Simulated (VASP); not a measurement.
# Zn3SbN3 (Cm) in VASP: notebook

The runs below take Zn3SbN3 through single point, with PBE, r2SCAN.

Program: VASP 6.6.1. These are calculated values, not measurements. Logs are shortened: lines on timing, memory, paths and dates and some standing lists are left out, and cuts for length are marked.

## Step 1: The cell of the first run

It takes space group Cm (No. 8, monoclinic). The conventional cell has a = 6.777 Å, b = 6.560 Å, c = 5.570 Å, α = 90.00°, β = 125.19°, γ = 90.00°. Zn (site symmetry m) has 3 N at 1.95 to 1.96 Å within 2.6 Å. Zn (site symmetry 1) has 3 N at 1.96 to 2.00 Å within 2.6 Å. Sb (site symmetry m) has 3 N at 2.03 to 2.05 Å within 2.7 Å. Within 2.6 Å of N (site symmetry 1) lie 3 Zn at 1.96 to 2.00 Å and 1 Sb at 2.05 Å. Within 2.6 Å of N (site symmetry m) lie 3 Zn at 1.95 to 1.97 Å and 1 Sb at 2.03 Å.

## Step 2: Single point, PBE

INCAR reads:

```
SYSTEM = Zn3SbN3
PREC = Accurate
ENCUT = 520
EDIFF = 1E-6
ISMEAR = -1
SIGMA = 0.02
LREAL = .FALSE.
LASPH = .TRUE.
NELM = 100
ALGO = Normal
ISIF = 2
LWAVE = .FALSE.
LCHARG = .FALSE.
GGA = PE
NBANDS = 37
```

KPOINTS reads:

```
Automatic mesh
0
G
  6 6 6
  0 0 0
```

POSCAR reads:

```
Zn3SbN3
1.0
    3.3887392265     -3.2797573219      0.0004369292
    3.3887392265      3.2797573219      0.0004369292
   -3.2101242800      0.0000000000      4.5514017197
Zn Sb N
3 1 3
Direct
    0.6423619308      0.6423619308      0.1176409184
    0.7561388951      0.3148938293      0.5198777117
    0.3148938293      0.7561388951      0.5198777117
    0.0605032506      0.0605032506      0.0030805331
    0.4113898011      0.9419533276      0.2998410313
    0.9419533276      0.4113898011      0.2998410313
    0.6986189756      0.6986189756      0.8119490726
```

Potentials or basis: VASP PAW PBE potentials, release 64 (Zn, Sb, N).

Run with:

```
> cat potpaw_PBE.64/Zn/POTCAR potpaw_PBE.64/Sb/POTCAR potpaw_PBE.64/N/POTCAR > POTCAR
> mpirun -np 1 vasp_std > vasp.out
```

OUTCAR:

```text
SYSTEM = Zn3SbN3
   PREC = Accurate
   ENCUT = 520
   EDIFF = 1E-6
   ISMEAR = -1
   LREAL = .FALSE.
   LASPH = .TRUE.
   NELM = 100
   ISIF = 2
   GGA = PE

 ion  position               nearest neighbor table
   1  0.642  0.642  0.118-   7 1.95   6 1.96   5 1.96   2 2.93   3 2.93   4 3.24   4 3.33   4 3.33

   2  0.756  0.315  0.520-   6 1.96   7 1.97   5 2.00   3 2.89   1 2.93   4 3.17   4 3.18   4 3.31

   3  0.315  0.756  0.520-   5 1.96   7 1.97   6 2.00   2 2.89   1 2.93   4 3.17   4 3.18   4 3.31

   4  0.061  0.061  0.003-   7 2.03   6 2.05   5 2.05   3 3.17   2 3.17   3 3.18   2 3.18   1 3.24
                             2 3.31   3 3.31   1 3.33   1 3.33
   5  0.411  0.942  0.300-   1 1.96   3 1.96   2 2.00   4 2.05
   6  0.942  0.411  0.300-   1 1.96   2 1.96   3 2.00   4 2.05
   7  0.699  0.699  0.812-   1 1.95   2 1.97   3 1.97   4 2.03

  LATTYP: Found a base centered monoclinic cell.
 ALAT       =     6.7774785093
 B/A-ratio  =     0.9678399769
 C/A-ratio  =     0.8217767240
 COS(beta)  =    -0.5762626308

  Lattice vectors:

 A1 = (   3.3887392265,  -3.2797573219,   0.0004369292)
 A2 = (   3.3887392265,   3.2797573219,   0.0004369292)
 A3 = (  -3.2101242800,   0.0000000000,   4.5514017197)

Analysis of symmetry for initial positions (statically):
=====================================================================
 Subroutine PRICEL returns:
 Original cell was already a primitive cell.

 Routine SETGRP: Setting up the symmetry group for a
 base centered monoclinic supercell.

 Subroutine GETGRP returns: Found  2 space group operations
 (whereof  2 operations were pure point group operations)
 out of a pool of  4 trial point group operations.

The static configuration has the point symmetry C_1h.

Analysis of symmetry for dynamics (positions and initial velocities):
=====================================================================
 Subroutine PRICEL returns:
 Original cell was already a primitive cell.

 Routine SETGRP: Setting up the symmetry group for a
 base centered monoclinic supercell.

 Subroutine GETGRP returns: Found  2 space group operations
 (whereof  2 operations were pure point group operations)
 out of a pool of  4 trial point group operations.

The dynamic configuration has the point symmetry C_1h.

 Subroutine INISYM returns: Found  2 space group operations
 (whereof  2 operations are pure point group operations),
 and found     1 'primitive' translations

----------------------------------------------------------------------------------------

                                     Primitive cell

  volume of cell :     101.1800

  direct lattice vectors                    reciprocal lattice vectors
     3.388739226 -3.279757322  0.000436929     0.147534083 -0.152450304  0.104056458
     3.388739226  3.279757322  0.000436929     0.147534083  0.152450304  0.104056458
    -3.210124280  0.000000000  4.551401720    -0.000028326  0.000000000  0.219692554

  length of vectors
     4.715968811  4.715968811  5.569574087     0.236294620  0.236294620  0.219692556

  position of ions in fractional coordinates (direct lattice)
     0.642361931  0.642361931  0.117640918
     0.756138895  0.314893829  0.519877712
     0.314893829  0.756138895  0.519877712
     0.060503251  0.060503251  0.003080533
     0.411389801  0.941953328  0.299841031
     0.941953328  0.411389801  0.299841031
     0.698618976  0.698618976  0.811949073

  ion indices of the primitive-cell ions
   primitive index   ion index
                 1           1
                 2           2
                 3           3
                 4           4
                 5           5
                 6           6
                 7           7

----------------------------------------------------------------------------------------

 KPOINTS: Automatic mesh

Automatic generation of k-mesh.
 Grid dimensions read from file:
 generate k-points for:    6    6    6

 Generating k-lattice:

  Cartesian coordinates                     Fractional coordinates (reciprocal lattice)
     0.024589014 -0.025408384  0.017342743     0.166666667  0.000000000 -0.000000000
     0.024589014  0.025408384  0.017342743     0.000000000  0.166666667 -0.000000000
    -0.000004721  0.000000000  0.036615426     0.000000000  0.000000000  0.166666667

  Length of vectors
     0.039382437  0.039382437  0.036615426

  Shift w.r.t. Gamma in fractional coordinates (k-lattice)
     0.000000000  0.000000000  0.000000000

 Subroutine IBZKPT returns following result:
 ===========================================

 Found     68 irreducible k-points:

 Following reciprocal coordinates:
            Coordinates               Weight
  0.000000  0.000000  0.000000      1.000000
  0.166667  0.000000  0.000000      4.000000
  0.333333  0.000000  0.000000      4.000000
  0.500000  0.000000  0.000000      2.000000
  0.166667  0.166667  0.000000      2.000000
  0.333333  0.166667  0.000000      4.000000
[... 50 lines left out ...]
   IVDW    =     0    specifies the selected vdW correction
   LEPSILON=     F    determine dielectric tensor
   LRPA    =     F    only Hartree local field effects (RPA)
 non-spin polarized calculation
  energy-cutoff  :      520.00
  volume of cell :      101.18
 maximum number of plane-waves:      2744
   NGX = 17   NGY = 17   NGZ = 21

 number of electron      55.9999981 magnetization

 Free energy of the ion-electron system (eV)
  ---------------------------------------------------
  ext. energy  EPLUGINS =         0.00000000
  ---------------------------------------------------
  free energy    TOTEN  =       -31.64866619 eV

  energy without entropy =      -31.64866619  energy(sigma->0) =      -31.64866619

 E-fermi :   3.9227     XC(G=0): -10.5648

 val. band max:        3.4598201603   @ k =   0.5000   0.0000   0.0000
 cond. band min:       4.9245424865   @ k =   0.0000   0.0000   0.3333
 fundamental gap:      1.4647223263
 Fermi energy:         3.9227124380

 k-point     1 :       0.0000    0.0000    0.0000
  band No.  band energies     occupation
      1     -12.0772      2.00000
      2     -10.0433      2.00000
      3      -9.9968      2.00000
      4      -4.6431      2.00000
      5      -3.1072      2.00000
      6      -3.0629      2.00000
[... 29 lines left out ...]
     36      11.8578      0.00000
     37      12.5369      0.00000

 k-point     2 :       0.1667    0.0000    0.0000
  band No.  band energies     occupation
      1     -11.9642      2.00000
      2     -10.1507      2.00000
      3     -10.0455      2.00000
      4      -4.6823      2.00000
      5      -3.0754      2.00000
      6      -3.0366      2.00000
[... 29 lines left out ...]
     36      11.5821      0.00000
     37      12.2377      0.00000

 k-point     3 :       0.3333    0.0000    0.0000
  band No.  band energies     occupation
      1     -11.6658      2.00000
      2     -10.4722      2.00000
      3     -10.1100      2.00000
      4      -4.7744      2.00000
      5      -3.0701      2.00000
      6      -3.0089      2.00000
[... 29 lines left out ...]
     36      11.4683      0.00000
     37      11.8481      0.00000

 k-point     4 :       0.5000    0.0000    0.0000
  band No.  band energies     occupation
      1     -11.4194      2.00000
      2     -10.7336      2.00000
      3     -10.1397      2.00000
      4      -4.8261      2.00000
      5      -3.0815      2.00000
      6      -3.0086      2.00000
[... 29 lines left out ...]
     36      11.2465      0.00000
     37      11.8948      0.00000
[... 683 lines left out ...]
      1     -11.4376      2.00000
      2     -10.5914      2.00000
      3     -10.1999      2.00000
      4      -4.9335      2.00000
      5      -3.0987      2.00000
      6      -3.0340      2.00000
[... 29 lines left out ...]
     36      11.2248      0.00000
     37      12.1252      0.00000

 k-point    23 :      -0.3333    0.1667    0.1667
  band No.  band energies     occupation
      1     -11.6595      2.00000
      2     -10.3993      2.00000
      3     -10.1378      2.00000
      4      -4.8159      2.00000
      5      -3.0823      2.00000
      6      -2.9910      2.00000
[... 29 lines left out ...]
     36      11.3587      0.00000
     37      12.5188      0.00000

 k-point    24 :      -0.1667    0.1667    0.1667
  band No.  band energies     occupation
      1     -11.8133      2.00000
      2     -10.2644      2.00000
      3     -10.1245      2.00000
      4      -4.7880      2.00000
      5      -3.0828      2.00000
      6      -3.0087      2.00000
[... 29 lines left out ...]
     36      11.2447      0.00000
     37      12.6308      0.00000

 [... further k-points ...]

------------------------ aborting loop because EDIFF is reached ----------------------------------------

  FORCE on cell =-STRESS in cart. coord.  units (eV):
  Direction    XX          YY          ZZ          XY          YZ          ZX
  --------------------------------------------------------------------------------------
  -------------------------------------------------------------------------------------
  Total        3.0274799      2.7914868      2.8149791      0.0000000      0.0000000     -0.0759871
  in kB       47.9399236     44.2029893     44.5749880      0.0000000      0.0000000     -1.2032503
  external PRESSURE =      45.5726336 kB  Pullay stress =       0.0000000 kB

 VOLUME and BASIS-vectors are now :
 -----------------------------------------------------------------------------
  energy-cutoff  :      520.00
  volume of cell :      101.18
      direct lattice vectors                 reciprocal lattice vectors
     3.388739226 -3.279757322  0.000436929     0.147534083 -0.152450304  0.104056458
     3.388739226  3.279757322  0.000436929     0.147534083  0.152450304  0.104056458
    -3.210124280  0.000000000  4.551401720    -0.000028326  0.000000000  0.219692554

 POSITION                                       TOTAL-FORCE (eV/Angst)
 -----------------------------------------------------------------------------------
      3.97595      0.00000      0.53599        -0.103020      0.000000     -0.041162
      1.96058     -1.44718      2.36664        -0.008036     -0.125858      0.064540
      1.96058      1.44718      2.36664        -0.008036      0.125858      0.064540
      0.40017      0.00000      0.01407         0.414765      0.000000     -0.300852
      3.62360      1.74012      1.36529        -0.067545     -0.036881      0.113457
      3.62360     -1.74012      1.36529        -0.067545      0.036881      0.113457
      2.12842      0.00000      3.69612        -0.160584      0.000000     -0.013980
 -----------------------------------------------------------------------------------
    total drift:                               -0.000351     -0.000000      0.001211

  FREE ENERGIE OF THE ION-ELECTRON SYSTEM (eV)
  ---------------------------------------------------
  free  energy   TOTEN  =       -31.6486661932 eV

  energy  without entropy=      -31.6486661932  energy(sigma->0) =      -31.64866619
```

It took 2 min on 1 thread of Intel Xeon 6975P-C (Granite Rapids), shared host; peak memory 0.37 GiB.

Results:

| Quantity | Value |
| --- | --- |
| Free energy | -31.6487 eV |
| Pressure | 4.6 GPa |
| Largest force | 0.512 eV/Å |
| Band gap on the k mesh | 1.46 eV (least direct gap 1.54 eV) |

Forces in eV/Å, atoms in the order of the input:
```
Zn  -0.103  0.000 -0.041
Zn  -0.008 -0.126  0.065
Zn  -0.008  0.126  0.065
Sb   0.415  0.000 -0.301
N   -0.068 -0.037  0.113
N   -0.068  0.037  0.113
N   -0.161  0.000 -0.014
```

Levels at points of the mesh, in eV from the valence-band top:
```csv
k point,band 26,band 27,band 28,band 29,band 30,band 31
"(0.00, 0.00, 0.00)",-1.23,-0.88,-0.53,2.36,3.31,4.11
"(0.50, 0.00, 0.00)",-1.31,-1.23,0.00,2.17,3.31,3.75
"(0.50, 0.50, 0.00)",-0.85,-0.84,-0.62,2.98,3.30,4.32
"(0.00, 0.00, 0.50)",-1.33,-1.13,-0.21,1.90,2.73,2.99
"(0.50, 0.00, 0.50)",-1.35,-0.68,-0.62,2.55,3.34,3.95
"(0.50, 0.50, 0.50)",-1.08,-0.54,-0.10,3.27,4.07,4.69
```

Caveat: the cell stands under pressure; spin-orbit coupling is left out, which moves the levels of the heavy elements.

## Step 3: Single point, PBE

This run uses another cell than the first one, of 15.00 Å³/atom.

INCAR reads:

```
ALGO     = Normal         # electronic algorithm
EDIFF    = 1E-7           # SCF threshold, eV
ENCUT    = 520            # plane-wave cutoff, eV
GGA      = PE             # functional
ISIF     = 2              # what is computed and relaxed
ISMEAR   = -1             # smearing method
LASPH    = True           # aspherical terms in the spheres
LCHARG   = False          # write CHGCAR
LREAL    = False          # projectors in reciprocal space
LWAVE    = False          # write WAVECAR
NBANDS   = 37             # bands
NELM     = 100            # most SCF steps
PREC     = Accurate       # precision mode
SIGMA    = 0.02           # smearing width, eV
```

KPOINTS reads:

```
k-points
0
Gamma
  6 6 6
```

POSCAR reads:

```
Zn3SbN3
1.0
    3.4310919767     -3.3160210739     -0.0062533390
    3.4310919767      3.3160210739     -0.0062533390
   -3.2592392927      0.0000000000      4.6207045621
Zn Sb N
3 1 3
Direct
    0.6428705572      0.6428705572      0.1174667051
    0.7541980204      0.3168540708      0.5179541015
    0.3168540708      0.7541980204      0.5179541015
    0.0599767958      0.0599767958      0.0046030930
    0.4127918297      0.9416794471      0.3008478631
    0.9416794471      0.4127918297      0.3008478631
    0.6974892891      0.6974892891      0.8124342827
```

Potentials or basis: VASP PAW PBE potentials, release 64 (Zn, Sb, N).

Run with:

```
> cat potpaw_PBE.64/Zn/POTCAR potpaw_PBE.64/Sb/POTCAR potpaw_PBE.64/N/POTCAR > POTCAR
> mpirun -np 1 vasp_std > vasp.out
```

Wall time 2.1 min (1 thread of Intel Xeon 6975P-C (Granite Rapids), shared host); peak memory 0.37 GiB.

Results (log left out):

| Item | Value |
| --- | --- |
| Free energy | -31.7049 eV |
| Pressure | 0.5 GPa |
| Largest force | 0.070 eV/Å |
| Band gap on the k mesh | 1.41 eV (least direct gap 1.49 eV) |

Forces in eV/Å, atoms in the order of the input:
```
Zn  -0.016  0.000 -0.010
Zn  -0.007 -0.019  0.011
Zn  -0.007  0.019  0.011
Sb   0.060  0.000 -0.036
N   -0.014  0.026  0.003
N   -0.014 -0.026  0.003
N   -0.003  0.000  0.017
```

Stress tensor (GPa, compression positive):
```
 0.57  0.00 -0.10
 0.00  0.43  0.00
-0.10  0.00  0.47
```

Levels at points of the mesh, in eV from the valence-band top:
| k point | band 25 | band 26 | band 27 | band 28 | band 29 | band 30 | band 31 | band 32 |
| --- | --- | --- | --- | --- | --- | --- | --- | --- |
| (0.00, 0.00, 0.00) | -2.44 | -1.16 | -0.82 | -0.50 | 2.30 | 3.18 | 4.08 | 4.42 |
| (0.50, 0.00, 0.00) | -2.06 | -1.25 | -1.18 | 0.00 | 2.16 | 3.25 | 3.72 | 5.49 |
| (0.50, 0.50, 0.00) | -1.39 | -0.84 | -0.79 | -0.61 | 2.80 | 3.25 | 4.20 | 4.82 |
| (0.00, 0.00, 0.50) | -1.44 | -1.28 | -1.06 | -0.23 | 1.83 | 2.74 | 2.87 | 4.84 |
| (0.50, 0.00, 0.50) | -1.68 | -1.31 | -0.66 | -0.59 | 2.51 | 3.32 | 3.93 | 5.02 |
| (0.50, 0.50, 0.50) | -1.21 | -1.03 | -0.53 | -0.08 | 3.20 | 4.03 | 4.48 | 4.78 |

Caveat: spin-orbit coupling is left out, which moves the levels of the heavy elements. A k mesh can miss the band edges.

## Step 4: Single point, r2SCAN

POSCAR reads:

```
Zn3SbN3
1.0
    3.3887392265     -3.2797573219      0.0004369292
    3.3887392265      3.2797573219      0.0004369292
   -3.2101242800      0.0000000000      4.5514017197
Zn Sb N
3 1 3
Direct
    0.6423619308      0.6423619308      0.1176409184
    0.7561388951      0.3148938293      0.5198777117
    0.3148938293      0.7561388951      0.5198777117
    0.0605032506      0.0605032506      0.0030805331
    0.4113898011      0.9419533276      0.2998410313
    0.9419533276      0.4113898011      0.2998410313
    0.6986189756      0.6986189756      0.8119490726
```

INCAR.step1 reads:

```
SYSTEM = Zn3SbN3
PREC = Accurate
ENCUT = 520
ISMEAR = -1
SIGMA = 0.02
LREAL = .False.
LASPH = .True.
NELM = 80
NBANDS = 37
GGA = PE
ALGO = Normal
EDIFF = 1E-4
LWAVE = .True.
LCHARG = .False.
```

INCAR.step2 reads:

```
SYSTEM = Zn3SbN3
PREC = Accurate
ENCUT = 520
EDIFF = 1E-6
ISMEAR = -1
SIGMA = 0.02
LREAL = .False.
LASPH = .True.
NELM = 80
ALGO = Normal
ISIF = 2
LWAVE = .False.
LCHARG = .False.
METAGGA = R2SCAN
LMIXTAU = .True.
NBANDS = 37
ISTART = 1
```

KPOINTS reads:

```
Automatic mesh
0
Gamma
  6 6 6
  0 0 0
```

Run with:

```
> cat potpaw_PBE.64/Zn/POTCAR potpaw_PBE.64/Sb/POTCAR potpaw_PBE.64/N/POTCAR > POTCAR
> cp INCAR.step1 INCAR
> mpirun -np 1 vasp_std > vasp.out
> cp INCAR.step2 INCAR
> mpirun -np 1 vasp_std > vasp.out
```

Run time: 5.9 min. Hardware: 1 thread of Intel Xeon 6975P-C (Granite Rapids), shared host; peak memory 0.39 GiB.

It converged, with:

```
Free energy            : -79.9537 eV
Pressure               : 0.6 GPa
Largest force          : 0.111 eV/Å
Band gap on the k mesh : 1.78 eV (least direct gap 1.83 eV)
```

Forces in eV/Å, atoms in the order of the input:
```
Zn  -0.012  0.000 -0.023
Zn  -0.007  0.000  0.014
Zn  -0.007  0.000  0.014
Sb   0.090  0.000 -0.065
N   -0.018  0.003  0.027
N   -0.018 -0.003  0.027
N   -0.029  0.000  0.006
```

Stress tensor (GPa, compression positive):
```
 0.62  0.00 -0.07
 0.00  0.53  0.00
-0.07  0.00  0.57
```

Levels at points of the mesh, in eV from the valence-band top:
| k point | band 24 | band 25 | band 26 | band 27 | band 28 | band 29 | band 30 | band 31 | band 32 | band 33 |
| --- | --- | --- | --- | --- | --- | --- | --- | --- | --- | --- |
| (0.00, 0.00, 0.00) | -3.29 | -2.62 | -1.21 | -0.89 | -0.52 | 2.70 | 3.65 | 4.44 | 4.90 | 5.82 |
| (0.50, 0.00, 0.00) | -2.59 | -2.16 | -1.34 | -1.27 | 0.00 | 2.45 | 3.67 | 4.12 | 6.22 | 6.84 |
| (0.50, 0.50, 0.00) | -1.90 | -1.49 | -0.88 | -0.86 | -0.64 | 3.39 | 3.60 | 4.70 | 5.42 | 6.60 |
| (0.00, 0.00, 0.50) | -2.13 | -1.56 | -1.36 | -1.16 | -0.19 | 2.20 | 3.01 | 3.34 | 5.44 | 6.78 |
| (0.50, 0.00, 0.50) | -2.54 | -1.74 | -1.39 | -0.69 | -0.63 | 2.84 | 3.67 | 4.31 | 5.71 | 6.67 |
| (0.50, 0.50, 0.50) | -1.66 | -1.28 | -1.09 | -0.56 | -0.11 | 3.63 | 4.45 | 5.11 | 5.32 | 5.61 |

Caveat: the PAW data sets were made with another functional, which shifts forces and pressure a little; spin-orbit coupling is left out, which moves the levels of the heavy elements.

## Step 5: Overview

```tsv
level	cell	gap on the mesh (eV)	pressure (GPa)	largest force (eV/Å)
PBE	a = 4.716, b = 4.716, c = 5.570 Å, angles 114.5, 114.5, 88.1°, 7 atoms, atomic positions A	1.46	4.6	0.51
PBE	a = 4.772, b = 4.772, c = 5.655 Å, angles 114.6, 114.6, 88.0°, 7 atoms, atomic positions B	1.41	0.5	0.07
r2SCAN	a = 4.716, b = 4.716, c = 5.570 Å, angles 114.5, 114.5, 88.1°, 7 atoms, atomic positions A	1.78	0.6	0.11
```

Alike in all rows: task single point; potentials or basis VASP PAW PBE potentials, release 64 (Zn, Sb, N); no spin polarisation; k mesh 6 × 6 × 6; cutoff (eV) 520; smearing fermi-dirac 0.02 eV.

Caveats: spin-orbit coupling is left out, which moves the levels of the heavy elements; the cell stands under pressure (at least some runs); the PAW data sets were made with another functional, which shifts forces and pressure a little (at least some runs).

Total energies depend on the potentials used, so only differences within one code and one set of settings carry meaning.
